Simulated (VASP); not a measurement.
Wanted: the native input for a VASP 6.6.1 run.

* Task: single point
* Functional: r2SCAN
* Potentials or basis: VASP PAW PBE potentials, release 64 (Pb_d, S)
* Cutoff: 550 eV
* k mesh: 6 × 6 × 6
* Occupations: gaussian, width 0.01 eV
* Spin: no spin polarisation
* Dipole correction: no
* Further INCAR settings: ALGO = Normal; EDIFF = 1e-06; NBANDS = 17

PbS:

```
CELL_PARAMETERS angstrom
-0.01056 3.30098 3.30098
3.30098 -0.01056 3.30098
3.29041 3.29041 0.00000
ATOMIC_POSITIONS crystal
Pb 0.99942 0.99942 0.00058
S 0.25058 0.25058 0.24942
```

This cell differs from its parent crystal: shear xy strain -0.6%.

These files were run (other wordings do the same):

POSCAR

```
PbS
1.0
   -0.0105631280      3.3009775053      3.3009775053
    3.3009775053     -0.0105631280      3.3009775053
    3.2904143773      3.2904143773      0.0000000000
Pb S
1 1
Direct
   -0.0005817750     -0.0005817750      0.0005817750
    0.2505817750      0.2505817750      0.2494182250
```

INCAR.step1

```
SYSTEM = PbS
PREC = Accurate
ENCUT = 550
ISMEAR = 0
SIGMA = 0.01
LREAL = .FALSE.
LASPH = .TRUE.
NELM = 120
NBANDS = 17
GGA = PE
ALGO = Normal
EDIFF = 1E-5
LWAVE = .TRUE.
LCHARG = .FALSE.
GGA_COMPAT = .FALSE.
```

INCAR.step2

```
SYSTEM = PbS
PREC = Accurate
ENCUT = 550
EDIFF = 1E-6
ISMEAR = 0
SIGMA = 0.01
LREAL = .FALSE.
LASPH = .TRUE.
NELM = 120
ALGO = Normal
ISIF = 2
LWAVE = .FALSE.
LCHARG = .TRUE.
METAGGA = R2SCAN
LMIXTAU = .TRUE.
LELF = .TRUE.
LVHAR = .TRUE.
NBANDS = 17
ISTART = 1
GGA_COMPAT = .FALSE.
```

KPOINTS

```
Automatic mesh
0
G
  6 6 6
  0 0 0
```

Potentials or basis: VASP PAW PBE potentials, release 64 (Pb_d, S).

The run is started by

```console
$ cat potpaw_PBE.64/Pb_d/POTCAR potpaw_PBE.64/S/POTCAR > POTCAR
$ cp INCAR.step1 INCAR
$ mpirun -np 1 vasp_std > vasp.out
$ cp INCAR.step2 INCAR
$ mpirun -np 1 vasp_std > vasp.out
```

Results of the run:

```yaml
Pressure: 0.0 GPa
Band_gap_on_the_k_mesh: 1.07 eV (least direct gap 1.44 eV)
```

Caveat: the cell differs from its parent crystal (shear xy strain -0.6%); the structure was generated, so it needn't be the stable form of PbS; the PAW data sets were made with another functional, which shifts forces and pressure a little; spin-orbit coupling is left out, which moves the levels of the heavy elements.

Wall time 3 min on 1 thread of Intel Xeon 8259CL (shared host), peak memory 0.25 GiB.
